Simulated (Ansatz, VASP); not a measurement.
**One calculation of Si4O7, two programs**

```xyz
11
Lattice="0.0000 4.2358 -2.6899 0.0000 -4.2358 -2.6899 -4.2358 0.0000 2.6899" Properties=species:S:1:pos:R:3 pbc="T T T"
Si   -2.1179   -2.1179   -1.3450
Si   -2.1179    2.1179   -1.3450
Si   -4.2358    0.0000    2.6899
Si   -4.2358    0.0000    0.0000
O    -1.3003    2.9355   -2.6899
O    -3.4182   -0.8176   -1.3450
O    -3.4182   -0.8176    1.3450
O    -2.9355   -2.9355    0.0000
O    -2.7863    0.7424    0.0000
O    -0.8176    0.8176   -4.0349
O    -0.8176    0.8176   -1.3450
```

Change from the starting cell: O vacancy; atom 9 moved -0.125 of the way to it and -0.500 Å across, host rigid.

Alike in both runs: task single point; functional PBE; k mesh 6 × 6 × 6; occupations gaussian, width 0.05 eV; no spin polarisation.

```csv
,VASP,Ansatz
version,VASP 6.6.1,Ansatz 0.2.0
potentials or method,"VASP PAW PBE potentials, release 64 (Si, O), cutoff 520 eV","scalar-relativistic, plane waves, PAW"
valence electrons in the cell,58,58
```

```csv
,VASP,Ansatz,Ansatz less VASP
gap on the k mesh at the Fermi level (eV),1.94,1.95,+0.013
least direct gap on the mesh (eV),2.28,2.29,+0.014
pressure (GPa),2.9,2.7,-0.23
"traceless stress, the component that is largest in VASP (GPa)",4.63,4.68,+0.046
rms of the force components (eV/Å),1.647,1.635,-0.0117
```

Atom by atom the forces differ by 0.024 eV/Å (rms over components).
